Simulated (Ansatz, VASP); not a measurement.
Given: the input of a run of Ansatz 0.2.0 on Ti.

input.yaml

```yaml
crystal:
  lattice:
    - [2.95, 0.0, 0.0]
    - [-1.475, 2.5547749412, 0.0]
    - [0.0, 0.0, 4.68]
  atoms:
    - { symbol: Ti, position: [0.6666666667, 0.3333333333, 0.75] }
    - { symbol: Ti, position: [0.3333333333, 0.6666666667, 0.25] }
hamiltonian:
  xc: pbe
  pseudopotentials: { kind: paw }
kpoints:
  mp_grid: { grid: [10, 10, 6] }
scf:
  occupations: { method: fermi_dirac, width: 0.05 }
output:
  forces: true
  stress: true
  eigenvalues: true
relax:
  f_tol: 0.01
  max_steps: 40
  cell: { stress_tol: 0.05 }
```

Potentials or basis: Ansatz PAW.

Run with:

```sh
$ ansatz run input.yaml --threads 2 --pin off --max-ram 5632MiB --backend cpu --events-out ev --progress --plain --runs-dir out
```

Problem. Set up the same calculation for VASP 6.6.1. Potentials there: VASP PAW PBE potentials, release 64 (Ti_sv).

Solution. As run (the cutoff follows the program's own potentials):

The input INCAR:

```
SYSTEM = Ti
  PREC = Accurate
  ENCUT = 600
  EDIFF = 1E-7
  ISMEAR = -1
  SIGMA = 0.05
  LREAL = .False.
  LASPH = .True.
  NELM = 80
  ALGO = Fast
  ISIF = 3
  LWAVE = .False.
  LCHARG = .False.
  GGA = PE
  IBRION = 2
  NSW = 60
  EDIFFG = -0.01
```

The input KPOINTS:

```
Automatic mesh
0
Gamma
  10 10 6
  0 0 0
```

Contents of POSCAR:

```
Ti
1.0
    2.9500000000      0.0000000000      0.0000000000
   -1.4750000000      2.5547749412      0.0000000000
    0.0000000000      0.0000000000      4.6800000000
Ti
2
Direct
    0.6666666667      0.3333333333      0.7500000000
    0.3333333333      0.6666666667      0.2500000000
```

Potentials or basis: VASP PAW PBE potentials, release 64 (Ti_sv).

Launch:

```console
$ cat potpaw_PBE.64/Ti_sv/POTCAR > POTCAR
$ mpirun -np 1 vasp_std > vasp.out
```

Both were run:

|  | VASP | Ansatz | Ansatz less VASP |
| --- | --- | --- | --- |
| gap on the k mesh at the Fermi level, each at its own relaxed structure (eV) | none | none | - |
| relaxed volume (Å³/atom) | 17.36 | 17.40 | +0.033 |
| relaxed cell length with the largest relative difference (Å) | 4.643 | 4.648 | +0.0055 |

A gap of «none» marks a metal or a gap that the smearing closes.

Noted on Ansatz's run: the plane-wave basis is chosen anew once the cell has moved, so the energies of steps on either side of that aren't comparable.
